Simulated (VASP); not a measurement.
# La2O3 in VASP: notebook, part 2 of 2

VASP 6.6.1. Earlier steps stand in the parts before.

## Step 5: Single point, PBE (volume scaled by 0.98)

INCAR

```
SYSTEM = La2O3
PREC = Accurate
ENCUT = 520
EDIFF = 1E-7
ISMEAR = -1
SIGMA = 0.05
LREAL = .False.
LASPH = .True.
NELM = 100
ALGO = Normal
ISIF = 2
LWAVE = .False.
LCHARG = .True.
GGA = PE
LELF = .True.
LVHAR = .True.
NBANDS = 28
```

KPOINTS

```
Automatic mesh
0
Gamma
  5 5 8
  0 0 0
```

POSCAR

```
La2O3
1.0
    6.3275179181      0.0000000000      0.0000000000
   -3.1637589590      5.4797912600      0.0000000000
    0.0000000000      0.0000000000      3.2678137186
La O
2 3
Direct
    0.6666666667      0.3333333333      0.4981030000
    0.3333333333      0.6666666667      0.5018970000
    0.5046070000      0.0000000000      0.0000000000
    0.0000000000      0.5046070000      0.0000000000
    0.4953930000      0.4953930000      0.0000000000
```

Potentials or basis: VASP PAW PBE potentials, release 64 (La, O).

Run with:

```sh
cat potpaw_PBE.64/La/POTCAR potpaw_PBE.64/O/POTCAR > POTCAR
mpirun -np 1 vasp_std > vasp.out
```

OUTCAR:

```text
SYSTEM = La2O3
   PREC = Accurate
   ENCUT = 520
   EDIFF = 1E-7
   ISMEAR = -1
   LREAL = .False.
   LASPH = .True.
   NELM = 100
   ISIF = 2
   GGA = PE

 ion  position               nearest neighbor table
   1  0.667  0.333  0.498-   3 2.45   4 2.45   5 2.45   3 2.46   4 2.46   5 2.46   2 3.65   2 3.65
                             2 3.65
   2  0.333  0.667  0.502-   4 2.45   3 2.45   5 2.45   4 2.46   3 2.46   5 2.46   1 3.65   1 3.65
                             1 3.65
   3  0.505  0.000  0.000-   1 2.45   2 2.45   1 2.46   2 2.46
   4  0.000  0.505  0.000-   2 2.45   1 2.45   2 2.46   1 2.46
   5  0.495  0.495  0.000-   2 2.45   1 2.45   2 2.46   1 2.46

  LATTYP: Found a hexagonal cell.
 ALAT       =     6.3275179181
 C/A-ratio  =     0.5164447989

  Lattice vectors:

 A1 = (   6.3275179181,   0.0000000000,   0.0000000000)
 A2 = (  -3.1637589590,   5.4797912600,   0.0000000000)
 A3 = (   0.0000000000,   0.0000000000,   3.2678137186)

Analysis of symmetry for initial positions (statically):
=====================================================================
 Subroutine PRICEL returns:
[... 179 lines left out ...]
 val. band max:        3.3148366324   @ k =   0.0000   0.0000   0.5000
 cond. band min:       4.8598983515   @ k =   0.0000   0.0000   0.0000
 fundamental gap:      1.5450617191
 Fermi energy:         4.0875994009

 k-point     1 :       0.0000    0.0000    0.0000
  band No.  band energies     occupation
      1     -27.2466      2.00000
      2     -27.0388      2.00000
      3     -14.1895      2.00000
      4     -14.1895      2.00000
      5     -12.5380      2.00000
      6     -10.7957      2.00000
[... 733 lines left out ...]
     27       7.9412      0.00000
     28       8.0363      0.00000

 [... further k-points ...]

------------------------ aborting loop because EDIFF is reached ----------------------------------------

  FORCE on cell =-STRESS in cart. coord.  units (eV):
  Direction    XX          YY          ZZ          XY          YZ          ZX
  --------------------------------------------------------------------------------------
  -------------------------------------------------------------------------------------
  Total        0.9885235      0.9885235      1.4676244      0.0000000      0.0000000     -0.0000000
  in kB       13.9779303     13.9779303     20.7525194      0.0000000      0.0000000     -0.0000000
  external PRESSURE =      16.2361267 kB  Pullay stress =       0.0000000 kB

 VOLUME and BASIS-vectors are now :
 -----------------------------------------------------------------------------
  energy-cutoff  :      520.00
  volume of cell :      113.31
      direct lattice vectors                 reciprocal lattice vectors
     6.327517918  0.000000000  0.000000000     0.158039853  0.091244352  0.000000000
    -3.163758959  5.479791260  0.000000000     0.000000000  0.182488703  0.000000000
     0.000000000  0.000000000  3.267813719     0.000000000  0.000000000  0.306014995

 POSITION                                       TOTAL-FORCE (eV/Angst)
 -----------------------------------------------------------------------------------
      3.16376      1.82660      1.62771        -0.000000      0.000000      0.014212
     -0.00000      3.65319      1.64011        -0.000000      0.000000     -0.014212
      3.19291      0.00000      0.00000        -0.030581      0.000000      0.000000
     -1.59645      2.76514      0.00000         0.015291     -0.026484      0.000000
      1.56730      2.71465      0.00000         0.015291      0.026484      0.000000
 -----------------------------------------------------------------------------------
    total drift:                               -0.000001     -0.000001      0.000000

  FREE ENERGIE OF THE ION-ELECTRON SYSTEM (eV)
  ---------------------------------------------------
  free  energy   TOTEN  =       -40.7672751431 eV

  energy  without entropy=      -40.7672751397  energy(sigma->0) =      -40.76727514
```

OSZICAR:

```text
N       E                     dE             d eps       ncg     rms          rms(c)
DAV:   1     0.544032932341E+03    0.54403E+03   -0.16038E+04  1768   0.206E+03
DAV:   2     0.111780609556E+03   -0.43225E+03   -0.41036E+03  2384   0.341E+02
DAV:   3    -0.283210431337E+02   -0.14010E+03   -0.13528E+03  2796   0.225E+02
DAV:   4    -0.467816540611E+02   -0.18461E+02   -0.18117E+02  2860   0.809E+01
DAV:   5    -0.480865307105E+02   -0.13049E+01   -0.13037E+01  3048   0.245E+01    0.156E+01
DAV:   6    -0.413166621275E+02    0.67699E+01   -0.59789E+01  2704   0.400E+01    0.804E+00
DAV:   7    -0.410033107409E+02    0.31335E+00   -0.63368E+00  3400   0.231E+01    0.357E+00
DAV:   8    -0.407686089322E+02    0.23470E+00   -0.10083E+00  3064   0.814E+00    0.111E+00
DAV:   9    -0.407441073959E+02    0.24502E-01   -0.26990E-01  3212   0.385E+00    0.425E-01
DAV:  10    -0.407621438840E+02   -0.18036E-01   -0.24223E-02  2992   0.106E+00    0.132E-01
DAV:  11    -0.407663049768E+02   -0.41611E-02   -0.58938E-03  2424   0.469E-01    0.929E-02
DAV:  12    -0.407672416087E+02   -0.93663E-03   -0.12561E-03  2776   0.313E-01    0.483E-02
DAV:  13    -0.407672764035E+02   -0.34795E-04   -0.74056E-04  2896   0.155E-01    0.257E-02
DAV:  14    -0.407672727542E+02    0.36492E-05   -0.13847E-04  2800   0.874E-02    0.430E-03
DAV:  15    -0.407672747691E+02   -0.20149E-05   -0.13304E-05  3144   0.287E-02    0.117E-03
DAV:  16    -0.407672750997E+02   -0.33061E-06   -0.10874E-06  2800   0.701E-03    0.794E-04
DAV:  17    -0.407672751431E+02   -0.43368E-07   -0.12184E-07  1912   0.319E-03
   1 F= -.40767275E+02 E0= -.40767275E+02  d E =-.337587E-08
```

stdout:

```text
POSCAR found type information on POSCAR LaO
 POSCAR found :  2 types and       5 ions
 scaLAPACK will be used
 LDA part: xc-table for (Slater+PW92), standard interpolation
 POSCAR, INCAR and KPOINTS ok, starting setup
 FFT: planning ... GRIDC
 FFT: planning ... GRID_SOFT
 FFT: planning ... GRID
 WAVECAR not read
 entering main loop
```

Run time: 96 s. Hardware: 1 thread of AMD EPYC 7R13 (Zen 3), shared host; peak memory 0.25 GiB.

What came out:

```yaml
Free_energy: -40.7673 eV
Pressure: 1.6 GPa
Largest_force: 0.031 eV/Å
Band_gap_on_the_k_mesh: 1.55 eV, indirect (least direct gap 2.04 eV)
```

Forces on the atoms (eV/Å):
```
La   0.000  0.000  0.014
La   0.000  0.000 -0.014
O   -0.031  0.000  0.000
O    0.015 -0.026  0.000
O    0.015  0.026  0.000
```

Caveat: spin-orbit coupling is left out, which moves the levels of the heavy elements. A k mesh can miss the band edges.

## Step 6: Summary

```tsv
level	potentials or basis	cell	gap on the mesh (eV)	pressure (GPa)	largest force (eV/Å)
LDA	VASP PAW LDA potentials, release 64 (La, O)	a = 6.254, b = 6.254, c = 3.231 Å, angles 90.0, 90.0, 120.0°, 5 atoms	1.20	0.0	-
PBE	VASP PAW PBE potentials, release 64 (La, O)	a = 6.240, b = 6.240, c = 3.223 Å, angles 90.0, 90.0, 120.0°, 5 atoms	1.32	6.2	0.02
PBE	VASP PAW PBE potentials, release 64 (La, O)	a = 6.284, b = 6.284, c = 3.245 Å, angles 90.0, 90.0, 120.0°, 5 atoms	1.44	3.8	0.02
PBE	VASP PAW PBE potentials, release 64 (La, O)	a = 6.328, b = 6.328, c = 3.268 Å, angles 90.0, 90.0, 120.0°, 5 atoms	1.55	1.6	0.03
```

Alike in all rows: task single point; no spin polarisation; k mesh 5 × 5 × 8; cutoff (eV) 520; smearing fermi-dirac 0.05 eV.

Caveats: spin-orbit coupling is left out, which moves the levels of the heavy elements.

Absolute energies hang on the potentials; compare differences alone.
